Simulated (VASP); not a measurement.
Set up this calculation in VASP 6.6.1, as the native input.

```
Task                   : single point
Functional             : PBE
Potentials or basis    : VASP PAW PBE potentials, release 64 (In_d, I, Cl)
Cutoff                 : 520 eV
k mesh                 : 3 × 3 × 3
Occupations            : gaussian, width 0.1 eV
Spin                   : no spin polarisation
Dipole correction      : no
Further INCAR settings : ALGO = Normal; EDIFF = 1e-06; NBANDS = 28
```

The structure of In2ICl lies in POSCAR:

```
In2ICl
1.0
    3.2735150600      1.8899648000      3.8161286500
   -3.2735150600      1.8899648000      3.8161286500
    0.0000000000     -3.7799296000      3.8161286500
In I Cl
2 1 1
Direct
    0.7991117900      0.7991117900      0.7991117900
    0.2008882100      0.2008882100      0.2008882100
    0.5000000000      0.5000000000      0.5000000000
    0.0000000000      0.0000000000      0.0000000000
```

These files were run (other wordings do the same):

INCAR

```
PREC     = Accurate       # precision mode
ENCUT    = 520            # plane-wave cutoff, eV
EDIFF    = 1E-6           # SCF threshold, eV
ISMEAR   = 0              # smearing method
SIGMA    = 0.1            # smearing width, eV
LREAL    = F              # projectors in reciprocal space
LASPH    = T              # aspherical terms in the spheres
NELM     = 60             # most SCF steps
ALGO     = Normal         # electronic algorithm
ISIF     = 2              # what is computed and relaxed
LWAVE    = F              # write WAVECAR
LCHARG   = F              # write CHGCAR
GGA      = PE             # functional
NBANDS   = 28             # bands
```

KPOINTS

```
Automatic mesh
0
Gamma
  3 3 3
```

Potentials or basis: VASP PAW PBE potentials, release 64 (In_d, I, Cl).

Command:

```bash
$ cat potpaw_PBE.64/In_d/POTCAR potpaw_PBE.64/I/POTCAR potpaw_PBE.64/Cl/POTCAR > POTCAR
$ mpirun -np 1 vasp_std > vasp.out
```

Results of the run:

| Quantity | Value |
| --- | --- |
| Pressure | 7.4 GPa |
| Largest force | 3.271 eV/Å |
| Band gap on the k mesh | 0.24 eV, indirect (least direct gap 0.40 eV) |

Caveat: spin-orbit coupling is left out, which moves the levels of the heavy elements; forces of over 1 eV/Å act on the atoms, so gaps and moduli don't describe the material at rest.

Wall time 49 s on 1 thread of Intel Xeon 8259CL (shared host), peak memory 0.25 GiB.
